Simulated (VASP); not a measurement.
Runs of VASP 6.6.1 on PbS. The structure is that of space group Pm-3m (No. 221), or close to it. The cells are those of the table. 

```csv
level,cell,k mesh,gap on the mesh (eV),pressure (GPa)
PBE,"a = 3.635 Å, 2 atoms",8 × 8 × 8,none,(c)
PBE,"a = 3.652 Å, 2 atoms",6 × 6 × 6,none,0.1
r2SCAN,"a = 3.635 Å, 2 atoms",6 × 6 × 6,none,(a)
PBE,"a = 3.577 Å, 2 atoms",6 × 6 × 6,none,4.1
r2SCAN,"a = 3.561 Å, 2 atoms",6 × 6 × 6,none,4.5
r2SCAN,"a = 3.598 Å, 2 atoms",6 × 6 × 6,none,2.1
PBE,"a = 3.724 Å, 2 atoms",6 × 6 × 6,none,-2.9
PBE,"a = 3.688 Å, 2 atoms",6 × 6 × 6,none,(b)
```

Alike in all rows: task single point; potentials or basis VASP PAW PBE potentials, release 64 (Pb_d, S); no spin polarisation; cutoff (eV) 520; smearing fermi-dirac 0.02 eV.

Task: Estimate the missing entries.

Result: (a) 0.0; (b) -1.6; (c) 0.6.

Caveats: spin-orbit coupling is left out, which moves the levels of the heavy elements; the PAW data sets were made with another functional, which shifts forces and pressure a little (some runs).

A k mesh can miss the band edges, and the runs leave out spin-orbit coupling on Pb.

A gap of «none» marks levels without a gap at the run's occupations.
